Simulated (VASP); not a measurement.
# Te in VASP: notebook, part 2 of 2

VASP 6.6.1.

## (3) Single point, HSE06

This run uses another cell than the first one, of 37.22 Å³/atom.

Input file POSCAR:

```
Te
1.0
    4.7335892595      0.0000000000      0.0000000000
   -2.3667946298      4.0994085498      0.0000000000
    0.0000000000      0.0000000000      5.7545100281
Te
3
Direct
    0.7535895410      0.7535895410      0.0000000000
    0.0000000000      0.2464104590      0.6666666667
    0.2464104590      0.0000000000      0.3333333333
```

Input file INCAR.step1:

```
SYSTEM = Te
PREC = Accurate
ENCUT = 520
EDIFF = 1E-5
ISMEAR = -1
SIGMA = 0.05
LREAL = .FALSE.
LASPH = .TRUE.
NELM = 60
ALGO = Normal
ISIF = 2
LWAVE = .TRUE.
LCHARG = .FALSE.
GGA = PE
NBANDS = 16
```

Input file INCAR.step2:

```
SYSTEM = Te
PREC = Accurate
ENCUT = 520
EDIFF = 1E-7
ISMEAR = -1
SIGMA = 0.05
LREAL = .FALSE.
LASPH = .TRUE.
NELM = 60
ALGO = Normal
ISIF = 2
LWAVE = .FALSE.
LCHARG = .FALSE.
GGA = PE
LHFCALC = .TRUE.
HFSCREEN = 0.2079
PRECFOCK = Normal
ISTART = 1
NBANDS = 16
```

Input file KPOINTS:

```
regular mesh
0
G
  4 4 3
  0 0 0
```

Potentials or basis: VASP PAW PBE potentials, release 64 (Te).

Started as:

```sh
$ cat potpaw_PBE.64/Te/POTCAR > POTCAR
$ cp INCAR.step1 INCAR
$ mpirun -np 1 vasp_std > vasp.out
$ cp INCAR.step2 INCAR
$ mpirun -np 1 vasp_std > vasp.out
```

It took 45 min on 1 thread of Intel Xeon 8259CL, shared host; peak memory 0.35 GiB.

The run converged. Its results:

| Quantity | Value |
| --- | --- |
| Free energy | -11.8827 eV |
| Pressure | -0.4 GPa |
| Largest force | 0.040 eV/Å |
| Band gap on the k mesh | 1.60 eV (least direct gap 1.99 eV) |

Forces on the atoms (eV/Å):
```
Te   0.020  0.035  0.000
Te   0.020 -0.035  0.000
Te  -0.040  0.000  0.000
```

Stress tensor (GPa, compression positive):
```
-0.33  0.00  0.00
 0.00 -0.33  0.00
 0.00  0.00 -0.47
```

Levels at points of the mesh, in eV from the valence-band top:
| k point | band 6 | band 7 | band 8 | band 9 | band 10 | band 11 | band 12 | band 13 |
| --- | --- | --- | --- | --- | --- | --- | --- | --- |
| (0.00, 0.00, 0.00) | -2.95 | -1.63 | -1.63 | -0.41 | 2.12 | 2.12 | 2.48 | 6.06 |
| (0.50, 0.00, 0.00) | -3.24 | -2.81 | -1.13 | -0.74 | 2.12 | 2.33 | 4.54 | 4.72 |

Caveat: the PAW data sets were made with another functional, which shifts forces and pressure a little; spin-orbit coupling is left out, which moves the levels of the heavy elements.

## (4) Single point, r2SCAN50

Input file POSCAR:

```
Te
1.0
    4.4540000000      0.0000000000      0.0000000000
   -2.2270000000      3.8572771485      0.0000000000
    0.0000000000      0.0000000000      5.9240000000
Te
3
Direct
    0.7310000000      0.7310000000      0.0000000000
    0.0000000000      0.2690000000      0.6666666667
    0.2690000000      0.0000000000      0.3333333333
```

Input file INCAR.step1:

```
PREC = Accurate
ENCUT = 520
EDIFF = 1E-5
ISMEAR = -1
SIGMA = 0.05
LREAL = False
LASPH = True
NELM = 80
ALGO = Normal
ISIF = 2
LWAVE = True
NBANDS = 16
GGA = PE
```

Input file INCAR.step2:

```
PREC = Accurate
ENCUT = 520
EDIFF = 1E-6
ISMEAR = -1
SIGMA = 0.05
LREAL = False
LASPH = True
NELM = 80
ALGO = Normal
ISIF = 2
LWAVE = False
LCHARG = True
METAGGA = R2SCAN
LHFCALC = True
AEXX = 0.5
LMIXTAU = True
PRECFOCK = Normal
LELF = True
LVHAR = True
NBANDS = 16
ISTART = 1
```

Input file KPOINTS:

```
regular mesh
0
Gamma
  4 4 3
```

Started as:

```sh
$ cat potpaw_PBE.64/Te/POTCAR > POTCAR
$ cp INCAR.step1 INCAR
$ mpirun -np 1 vasp_std > vasp.out
$ cp INCAR.step2 INCAR
$ mpirun -np 1 vasp_std > vasp.out
```

It took 15 min on 1 thread of Intel Xeon Platinum 8259CL at 2.50GHz (Skylake/Cascade Lake), shared host; peak memory 0.28 GiB.

The run converged. Its results:

| Property | Result |
| --- | --- |
| Free energy | -52.1465 eV |
| Pressure | -3.0 GPa |
| Largest force | 0.992 eV/Å |
| Band gap on the k mesh | 3.21 eV (least direct gap 3.40 eV) |

Forces on the atoms (eV/Å):
```
Te   0.496  0.859  0.000
Te   0.496 -0.859  0.000
Te  -0.992  0.000  0.000
```

Stress tensor (GPa, compression positive):
```
-2.03  0.00  0.00
 0.00 -2.03  0.00
 0.00  0.00 -4.95
```

Levels at points of the mesh, in eV from the valence-band top:
| k point | band 7 | band 8 | band 9 | band 10 | band 11 | band 12 |
| --- | --- | --- | --- | --- | --- | --- |
| (0.00, 0.00, 0.00) | -1.85 | -1.85 | -0.89 | 3.81 | 3.81 | 4.62 |
| (0.50, 0.00, 0.00) | -4.09 | -0.92 | -0.75 | 3.54 | 3.67 | 5.89 |

Caveat: the PAW data sets were made with another functional, which shifts forces and pressure a little; spin-orbit coupling is left out, which moves the levels of the heavy elements. A k mesh can miss the band edges.

## (5) Single point, PBE

This run uses another cell than the first one, of 30.31 Å³/atom.

Input file INCAR:

```
PREC = Accurate
ENCUT = 520
EDIFF = 1E-7
ISMEAR = -1
SIGMA = 0.05
LREAL = False
LASPH = True
NELM = 80
ALGO = Normal
ISIF = 2
LWAVE = False
LCHARG = False
GGA = PE
NBANDS = 16
```

Input file KPOINTS:

```
regular mesh
0
Gamma
  7 7 5
```

Input file POSCAR:

```
Te
1.0
    4.1957693805      0.0000000000      0.0000000000
   -2.0978846902      3.6336428719      0.0000000000
    0.0000000000      0.0000000000      5.9642884298
Te
3
Direct
    0.7052672579      0.7052672579      0.0000000000
    0.0000000000      0.2947327421      0.6666666667
    0.2947327421      0.0000000000      0.3333333333
```

Started as:

```sh
$ cat potpaw_PBE.64/Te/POTCAR > POTCAR
$ mpirun -np 1 vasp_std > vasp.out
```

Run time: 20 s. Hardware: 1 thread of Intel Xeon 6975P-C (Granite Rapids), shared host; peak memory 0.21 GiB.

The run converged. Its results:

```
Free energy            : -9.2531 eV
Pressure               : 5.0 GPa
Band gap on the k mesh : 0.45 eV (least direct gap 0.51 eV)
```

Levels at points of the mesh, in eV from the valence-band top:
```tsv
k point	band 6	band 7	band 8	band 9	band 10	band 11	band 12	band 13
(0.00, 0.00, 0.00)	-2.25	-1.61	-1.61	-1.12	1.29	1.29	2.09	4.96
```

Caveat: the cell stands under pressure; semilocal functionals underestimate gaps, and a narrow one can read as zero; spin-orbit coupling is left out, which moves the levels of the heavy elements. A k mesh can miss the band edges.

## (6) Single point, PBE

This run uses another cell than the first one, of 32.51 Å³/atom.

INCAR: that of step 5 with these lines changed.

```diff
@@ -2,3 +2,3 @@
 ENCUT = 520
-EDIFF = 1E-7
+EDIFF = 1E-6
 ISMEAR = -1
@@ -7,3 +7,3 @@
 LASPH = True
-NELM = 80
+NELM = 60
 ALGO = Normal
```

KPOINTS is that of step 5.

Input file POSCAR:

```
Te
1.0
    4.3463855079      0.0000000000      0.0000000000
   -2.1731927540      3.7640802645      0.0000000000
    0.0000000000      0.0000000000      5.9610277256
Te
3
Direct
    0.7175828718      0.7175828718      0.0000000000
    0.0000000000      0.2824171282      0.6666666667
    0.2824171282      0.0000000000      0.3333333333
```

Potentials or basis: VASP PAW PBE potentials, release 64 (Te).

Started as:

```sh
$ cat potpaw_PBE.64/Te/POTCAR > POTCAR
$ mpirun -np 1 vasp_std > vasp.out
```

It took 18 s on 1 thread of Intel Xeon 6975P-C (Granite Rapids), shared host; peak memory 0.22 GiB.

It converged, with:

* Free energy: -9.3899 eV
* Pressure: 2.0 GPa
* Largest force: 0.010 eV/Å
* Band gap on the k mesh: 0.50 eV (least direct gap 0.65 eV)

Forces on the atoms (eV/Å):
```
Te  -0.005 -0.009  0.000
Te  -0.005  0.009  0.000
Te   0.010  0.000  0.000
```

Levels at points of the mesh, in eV from the valence-band top:
```tsv
k point	band 7	band 8	band 9	band 10	band 11	band 12
(0.00, 0.00, 0.00)	-1.57	-1.57	-0.91	1.17	1.17	1.84
```

Caveat: semilocal functionals underestimate gaps, and a narrow one can read as zero; spin-orbit coupling is left out, which moves the levels of the heavy elements. A k mesh can miss the band edges.

## (7) Overview

| level | cell | k mesh | smearing | grid for exact exchange (PRECFOCK) | share of exact exchange | screening parameter | gap on the mesh (eV) | pressure (GPa) | largest force (eV/Å) |
| --- | --- | --- | --- | --- | --- | --- | --- | --- | --- |
| PBEsol | a = 4.454, b = 4.454, c = 5.924 Å, angles 90.0, 90.0, 120.0°, 3 atoms, atomic positions A | 10 × 10 × 6 | gaussian 0.05 eV | - | - | - | 0.31 | -1.2 | 0.20 |
| HSE06 | a = 4.734, b = 4.734, c = 5.755 Å, angles 90.0, 90.0, 120.0°, 3 atoms, atomic positions B | 4 × 4 × 3 | fermi-dirac 0.05 eV | Normal | 0.25 | 0.2079 1/Å | 1.60 | -0.4 | 0.04 |
| r2SCAN50 | a = 4.454, b = 4.454, c = 5.924 Å, angles 90.0, 90.0, 120.0°, 3 atoms, atomic positions C | 4 × 4 × 3 | fermi-dirac 0.05 eV | Normal | 0.5 | - | 3.21 | -3.0 | 0.99 |
| PBE | a = 4.196, b = 4.196, c = 5.964 Å, angles 90.0, 90.0, 120.0°, 3 atoms, atomic positions D | 7 × 7 × 5 | fermi-dirac 0.05 eV | - | - | - | 0.45 | 5.0 | - |
| PBE | a = 4.346, b = 4.346, c = 5.961 Å, angles 90.0, 90.0, 120.0°, 3 atoms, atomic positions E | 7 × 7 × 5 | fermi-dirac 0.05 eV | - | - | - | 0.50 | 2.0 | 0.01 |

Alike in all rows: task single point; potentials or basis VASP PAW PBE potentials, release 64 (Te); no spin polarisation; cutoff (eV) 520.

Caveats: spin-orbit coupling is left out, which moves the levels of the heavy elements; semilocal functionals underestimate gaps, and a narrow one can read as zero (at least some runs); the PAW data sets were made with another functional, which shifts forces and pressure a little (at least some runs); the cell stands under pressure (at least some runs).

Total energies depend on the potentials used, so only differences within one code and one set of settings carry meaning.
